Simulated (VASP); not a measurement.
Input of a VASP 6.6.1 run:

Contents of INCAR:

```
PREC = Accurate
ENCUT = 520
EDIFF = 1E-7
ISMEAR = 0
SIGMA = 0.1
LREAL = F
LASPH = T
NELM = 100
ALGO = Normal
ISIF = 2
LWAVE = F
LCHARG = F
GGA = PE
NBANDS = 23
```

KPOINTS

```
Automatic mesh
0
Gamma
  4 4 4
```

The input POSCAR:

```
RbAl4Cl
1.0
    5.0260520498      0.0000000000      0.0000000000
    0.0000000000      3.4933346281      4.4245379167
    0.0000000000     -3.4933346281      4.4245379167
Rb Al Cl
1 4 1
Direct
    0.0000000000      0.3755052535      0.3755052535
    0.0000000000      0.0102219409      0.0102219409
    0.5000000000      0.2482911643      0.8745496858
    0.5000000000      0.8745496858      0.2482911643
    0.5000000000      0.7549053742      0.7549053742
    0.0000000000      0.7395535797      0.7395535797
```

Potentials or basis: VASP PAW PBE potentials, release 64 (Rb_sv, Al, Cl).

Launch:

```console
$ cat potpaw_PBE.64/Rb_sv/POTCAR potpaw_PBE.64/Al/POTCAR potpaw_PBE.64/Cl/POTCAR > POTCAR
$ mpirun -np 1 vasp_std > vasp.out
```

Predict the largest force.

0.053 eV/Å.

What does it give for the band gap on the k mesh?

Zero (band 14 reaches 4.04 eV, above the bottom of band 15 at 3.15 eV).

Forces in eV/Å, atoms in the order of the input:
```
Rb   0.000  0.000 -0.008
Al   0.000  0.000  0.001
Al   0.000  0.001 -0.035
Al   0.000 -0.001 -0.035
Al   0.000  0.000  0.025
Cl   0.000  0.000  0.053
```
